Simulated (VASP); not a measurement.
Set up this calculation in VASP 6.6.1, as the native input.

```yaml
Task: single point
Functional: PBE
Potentials_or_basis: VASP PAW PBE potentials, release 64 (Pd_sv_GW)
Cutoff: 470 eV
k_mesh: 17 × 17 × 9
Occupations: fermi-dirac, width 0.1 eV
Spin: no spin polarisation
Dipole_correction: no
k_mesh_for_the_DOS: 26 × 26 × 14
Occupations_for_the_DOS: tetrahedron
Further_INCAR_settings: ALGO = Normal; EDIFF = 1e-06
```

Crystal: Pd.

```xyz
2
Lattice="2.2356 0.0000 0.0000 -1.1178 1.9361 0.0000 0.0000 0.0000 3.7073" Properties=species:S:1:pos:R:3 pbc="T T T"
Pd    0.0000    1.2907    0.9268
Pd    1.1178    0.6454    2.7805
```

This isn't the form of Pd at room conditions, which is fcc.

The input as run:

POSCAR

```
Pd
1.0
    2.2355904957      0.0000000000      0.0000000000
   -1.1177952478      1.9360781618      0.0000000000
    0.0000000000      0.0000000000      3.7073204124
Pd
2
Direct
    0.3333333333      0.6666666667      0.2500000000
    0.6666666667      0.3333333333      0.7500000000
```

INCAR.step1

```
SYSTEM = Pd
PREC = Accurate
ENCUT = 470
EDIFF = 1E-6
ISMEAR = -1
SIGMA = 0.1
LREAL = .False.
LASPH = .True.
NELM = 120
ALGO = Normal
ISIF = 2
LWAVE = .False.
LCHARG = .True.
LMAXMIX = 4
GGA = PE
NBANDS = 25
GGA_COMPAT = .False.
NEDOS = 2001
LORBIT = 11
```

KPOINTS.step1

```
regular mesh
0
Gamma
  17 17 9
  0 0 0
```

INCAR.step2

```
SYSTEM = Pd
PREC = Accurate
ENCUT = 470
EDIFF = 1E-6
ISMEAR = -5
SIGMA = 0.1
LREAL = .False.
LASPH = .True.
NELM = 120
ALGO = Normal
ISIF = 2
LWAVE = .False.
LCHARG = .False.
LMAXMIX = 4
GGA = PE
LORBIT = 10
NEDOS = 2001
ICHARG = 11
GGA_COMPAT = .False.
```

KPOINTS.step2

```
regular mesh
0
Gamma
  26 26 14
  0 0 0
```

Potentials or basis: VASP PAW PBE potentials, release 64 (Pd_sv_GW).

The run is started by

```console
$ cat potpaw_PBE.64/Pd_sv_GW/POTCAR > POTCAR
$ cp INCAR.step1 INCAR
$ cp KPOINTS.step1 KPOINTS
$ mpirun -np 1 vasp_std > vasp.out
$ cp INCAR.step2 INCAR
$ cp KPOINTS.step2 KPOINTS
$ mpirun -np 1 vasp_std > vasp.out
```

It gave:

```json
{
 "Valence electrons inside the program's atomic spheres": "Pd 16.73"
}
```

Wall time 100 s on 1 thread of Intel(R) Xeon(R) Platinum 8559C (Emerald Rapids), with other jobs on the host, peak memory 0.31 GiB.
